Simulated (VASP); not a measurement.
**Si: single point with LDA**

The system is Si.

```
Si
1.0
     0.00000    2.70097    2.70097
     2.70097    0.00000    2.70097
     2.70097    2.70097    0.00000
Si
2
Direct
  0.75000 0.75000 0.75000
  0.50000 0.50000 0.50000
```

```yaml
Program: VASP 6.6.1
Task: single point
Functional: LDA
Potentials_or_basis: VASP PAW LDA potentials, release 64 (Si)
Cutoff: 520 eV
k_mesh: 12 × 12 × 12
Occupations: gaussian, width 0.02 eV
Spin: no spin polarisation
```

The pressure is 0.0 GPa and the band gap on the k mesh is 0.44 eV (least direct gap 2.53 eV).

Levels at points of the mesh, in eV from the valence-band top:
| k point | band 1 | band 2 | band 3 | band 4 | band 5 | band 6 | band 7 | band 8 | band 9 |
| --- | --- | --- | --- | --- | --- | --- | --- | --- | --- |
| (0.00, 0.00, 0.00) | -12.07 | 0.00 | 0.00 | 0.00 | 2.53 | 2.53 | 2.53 | 3.39 | 7.74 |
| (0.50, 0.00, 0.00) | -9.69 | -7.06 | -1.21 | -1.21 | 1.49 | 3.29 | 3.29 | 7.54 | 10.56 |
| (0.50, 0.50, 0.00) | -7.86 | -7.86 | -2.89 | -2.89 | 0.57 | 0.57 | 10.11 | 10.11 | 10.97 |

Run time: 40 s on 1 thread of Intel Xeon 8259CL (shared host), peak memory 0.14 GiB.

A k mesh can miss the band edges.
